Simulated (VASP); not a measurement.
# SnSe2 (P-3m1) in VASP: single point with PBE+D3(BJ)

Aim: the single point of SnSe2 with PBE+D3(BJ).

Program: VASP 6.6.1. These are calculated values, not measurements. Logs are shortened: lines on timing, memory, paths and dates and some standing lists are left out, and cuts for length are marked.

### Step 1. The cell of the first run

Symmetry: P-3m1, No. 164, trigonal system. Conventional cell: a = 3.705 Å, b = 3.705 Å, c = 5.317 Å, α = 90.00°, β = 90.00°, γ = 120.00°. Sn (site symmetry -3m) has 6 Se at 2.66 Å within 3.5 Å. Se (site symmetry 3m) has 3 Sn at 2.66 Å and 3 Se at 3.03 Å within 3.5 Å.

### Step 2. Single point, PBE+D3(BJ)

INCAR reads:

```
SYSTEM = SnSe2
  PREC = Accurate
  ENCUT = 520
  EDIFF = 1E-6
  ISMEAR = 0
  SIGMA = 0.05
  LREAL = .False.
  LASPH = .True.
  NELM = 60
  ALGO = Normal
  ISIF = 2
  LWAVE = .False.
  LCHARG = .False.
  GGA = PE
  IVDW = 12
  NBANDS = 20
```

KPOINTS reads:

```
regular mesh
0
Gamma
  18 18 10
  0 0 0
```

POSCAR reads:

```
SnSe2
1.0
    3.7046131896      0.0000000000      0.0000000000
   -1.8523065948      3.2082891334      0.0000000000
    0.0000000000      0.0000000000      5.3169510514
Sn Se
1 2
Direct
    0.0000000000      0.0000000000      0.0000000000
    0.3333333333      0.6666666667      0.2987684349
    0.6666666667      0.3333333333      0.7012315651
```

Potentials or basis: VASP PAW PBE potentials, release 64 (Sn_d, Se).

Started as:

```console
cat potpaw_PBE.64/Sn_d/POTCAR potpaw_PBE.64/Se/POTCAR > POTCAR
mpirun -np 1 vasp_std > vasp.out
```

OUTCAR:

```text
SYSTEM = SnSe2
   PREC = Accurate
   ENCUT = 520
   EDIFF = 1E-6
   ISMEAR = 0
   LREAL = .False.
   LASPH = .True.
   NELM = 60
   ISIF = 2
   GGA = PE
   IVDW = 12
 IVDW          = 12

 ion  position               nearest neighbor table
   1  0.000  0.000  0.000-   2 2.66   3 2.66   3 2.66   2 2.66   3 2.66   2 2.66
   2  0.333  0.667  0.299-   1 2.66   1 2.66   1 2.66
   3  0.667  0.333  0.701-   1 2.66   1 2.66   1 2.66

  LATTYP: Found a hexagonal cell.
 ALAT       =     3.7046131896
 C/A-ratio  =     1.4352243485

  Lattice vectors:

 A1 = (   3.7046131896,   0.0000000000,   0.0000000000)
 A2 = (  -1.8523065948,   3.2082891334,   0.0000000000)
 A3 = (   0.0000000000,   0.0000000000,   5.3169510514)

Analysis of symmetry for initial positions (statically):
=====================================================================
 Subroutine PRICEL returns:
 Original cell was already a primitive cell.

 Routine SETGRP: Setting up the symmetry group for a
 hexagonal supercell.

 Subroutine GETGRP returns: Found 12 space group operations
 (whereof 12 operations were pure point group operations)
 out of a pool of 24 trial point group operations.

The static configuration has the point symmetry D_3d.

Analysis of symmetry for dynamics (positions and initial velocities):
=====================================================================
 Subroutine PRICEL returns:
 Original cell was already a primitive cell.

 Routine SETGRP: Setting up the symmetry group for a
 hexagonal supercell.

 Subroutine GETGRP returns: Found 12 space group operations
 (whereof 12 operations were pure point group operations)
 out of a pool of 24 trial point group operations.

The dynamic configuration has the point symmetry D_3d.

 Subroutine INISYM returns: Found 12 space group operations
 (whereof 12 operations are pure point group operations),
 and found     1 'primitive' translations

----------------------------------------------------------------------------------------

                                     Primitive cell

  volume of cell :      63.1945

  direct lattice vectors                    reciprocal lattice vectors
     3.704613190  0.000000000  0.000000000     0.269933715  0.155846303  0.000000000
    -1.852306595  3.208289133  0.000000000     0.000000000  0.311692606  0.000000000
     0.000000000  0.000000000  5.316951051     0.000000000  0.000000000  0.188077714

  length of vectors
[... 83 lines left out ...]
   NELM   =     60;   NELMIN=  2; NELMDL= -5     # of ELM steps
   EDIFF  = 0.1E-05   stopping-criterion for ELM
   LREAL  =      F    real-space projection
   EDIFFG = 0.1E-04   stopping-criterion for IOM
   NSW    =      0    number of steps for IOM
   IBRION =     -1    ionic relax: 0-MD 1-quasi-New 2-CG
   NFREE  =      0    steps in history (QN), initial steepest desc. (CG)
   ISIF   =      2    stress and relaxation
   ISYM   =      2    0-nonsym 1-usesym 2-fastsym
   POTIM  = 0.5000    time-step for ionic-motion
   TEBEG  =    0.0;   TEEND  =   0.0 temperature during run
   PSTRESS=    0.0 pullay stress
   NELECT =      26.0000    total number of electrons
   NUPDOWN=      -1.0000    fix difference up-down
   EMIN   =  10.00;   EMAX   =-10.00  energy-range for DOS
   EFERMI =   0.00;   METHOD = LEGACY
   ISMEAR =     0;   SIGMA  =   0.05  broadening in eV -4-tet -1-fermi 0-gaus
   EFERMI_NEDOS =   21; number of points for ismear=-14 and -15
   IALGO  =     38    algorithm
   IMIX   =      4    mixing-type and parameters
     AMIX     =   0.40;   BMIX     =  1.00
     AMIX_MAG =   1.60;   BMIX_MAG =  1.00
  volume/ion in A,a.u.               =      21.06       142.15
  Fermi-wavevector in a.u.,A,eV,Ry     =   1.217605  2.300939 20.171466  1.482561
  Thomas-Fermi vector in A             =   2.352919
   LORBIT       =      0    0 simple, 1 ext, 2 COOP (PROOUT), +10 PAW based schemes
   GGA     = PE    functional components
   LHFCALC =     F    Hartree Fock is set to
   AEXX    =    0.0000 exact exchange contribution
   IVDW    =    12    specifies the selected vdW correction
   LEPSILON=     F    determine dielectric tensor
   LRPA    =     F    only Hartree local field effects (RPA)
 non-spin polarized calculation
 Gauss-broadening in eV      SIGMA  =   0.05
  energy-cutoff  :      520.00
  volume of cell :       63.19
 maximum number of plane-waves:      1724
   NGX = 13   NGY = 13   NGZ = 19

 number of electron      26.0000003 magnetization

 Free energy of the ion-electron system (eV)
  ---------------------------------------------------
  ext. energy  EPLUGINS =         0.00000000
  ---------------------------------------------------
  free energy    TOTEN  =       -11.16572135 eV

  energy without entropy =      -11.16496497  energy(sigma->0) =      -11.16534316

 E-fermi :   7.2094     XC(G=0): -10.5877

 val. band max:        7.2021163534   @ k =   0.2778   0.2778   0.1000
 cond. band min:       7.2123198081   @ k =   0.1667   0.0556   0.2000
 fundamental gap:      0.0102034547
 Fermi energy:         7.2093665130

 k-point     1 :       0.0000    0.0000    0.0000
  band No.  band energies     occupation
      1     -14.6804      2.00000
      2     -14.6804      2.00000
      3     -14.6348      2.00000
      4     -14.6145      2.00000
      5     -14.6145      2.00000
      6      -8.3632      2.00000
[... 541 lines left out ...]
     19      16.6329      0.00000
     20      19.0156      0.00000

 [... further k-points ...]

------------------------ aborting loop because EDIFF is reached ----------------------------------------

 Edisp (eV)   -1.33838

 E8    (eV) :    -0.5861

  FORCE on cell =-STRESS in cart. coord.  units (eV):
  Direction    XX          YY          ZZ          XY          YZ          ZX
  --------------------------------------------------------------------------------------
  -------------------------------------------------------------------------------------
  Total       4.78514     4.78514     4.79266    -0.00000    -0.00000     0.00000
  in kB     121.31823   121.31823   121.50899    -0.00000    -0.00000     0.00000
  external pressure =      121.38 kB  Pullay stress =        0.00 kB

 VOLUME and BASIS-vectors are now :
 -----------------------------------------------------------------------------
  energy-cutoff  :      520.00
  volume of cell :       63.19
      direct lattice vectors                 reciprocal lattice vectors
     3.704613190  0.000000000  0.000000000     0.269933715  0.155846303  0.000000000
    -1.852306595  3.208289133  0.000000000     0.000000000  0.311692606  0.000000000
     0.000000000  0.000000000  5.316951051     0.000000000  0.000000000  0.188077714

 POSITION                                       TOTAL-FORCE (eV/Angst)
 -----------------------------------------------------------------------------------
      0.00000      0.00000      0.00000         0.000000      0.000000      0.000000
     -0.00000      2.13886      1.58854         0.000000      0.000000      0.024080
      1.85231      1.06943      3.72841        -0.000000     -0.000000     -0.024080
 -----------------------------------------------------------------------------------
    total drift:                               -0.000000     -0.000000      0.000000

  FREE ENERGIE OF THE ION-ELECTRON SYSTEM (eV)
  ---------------------------------------------------
  free  energy   TOTEN  =       -12.5040975204 eV

  energy  without entropy=      -12.5033411453  energy(sigma->0) =      -12.50371933
```

OSZICAR:

```text
N       E                     dE             d eps       ncg     rms          rms(c)
DAV:   1     0.208950904033E+03    0.20895E+03   -0.12308E+04 13640   0.159E+03
DAV:   2     0.118662973489E+02   -0.19708E+03   -0.18955E+03 13920   0.412E+02
DAV:   3    -0.105773449661E+02   -0.22444E+02   -0.21860E+02 16096   0.114E+02
DAV:   4    -0.113446288891E+02   -0.76728E+00   -0.76470E+00 15472   0.212E+01
DAV:   5    -0.113610489180E+02   -0.16420E-01   -0.16418E-01 17460   0.336E+00    0.617E+00
DAV:   6    -0.111812667286E+02    0.17978E+00   -0.34825E-01 20044   0.641E+00    0.391E+00
DAV:   7    -0.111651603238E+02    0.16106E-01   -0.12435E-01 15512   0.227E+00    0.103E+00
DAV:   8    -0.111654571530E+02   -0.29683E-03   -0.95902E-03 15972   0.932E-01    0.289E-01
DAV:   9    -0.111656959691E+02   -0.23882E-03   -0.13592E-03 14680   0.231E-01    0.831E-02
DAV:  10    -0.111657000329E+02   -0.40639E-05   -0.11063E-04 16660   0.750E-02    0.273E-02
DAV:  11    -0.111657201985E+02   -0.20166E-04   -0.40260E-05 14312   0.405E-02    0.118E-02
DAV:  12    -0.111657214146E+02   -0.12161E-05   -0.15697E-06 12448   0.115E-02    0.561E-03
DAV:  13    -0.111657213458E+02    0.68820E-07   -0.40099E-07 10040   0.526E-03
   1 F= -.12504098E+02 E0= -.12503719E+02  d E =-.756375E-03
```

Run time: 3.7 min. Hardware: 1 thread of Intel Xeon Platinum 8488C (Sapphire Rapids), shared host; peak memory 0.5 GiB.

What came out:

```yaml
Free_energy: -12.5041 eV
Pressure: 12.1 GPa
Largest_force: 0.024 eV/Å
Band_gap_on_the_k_mesh: zero (bands 13 and 14 overlap by 0.87 eV)
Dispersion_energy_per_atom: -0.446 eV
```

Forces on the atoms (eV/Å):
```
Sn   0.000  0.000  0.000
Se   0.000  0.000  0.024
Se   0.000  0.000 -0.024
```

Caveat: the cell stands under pressure; spin-orbit coupling is left out, which moves the levels of the heavy elements.
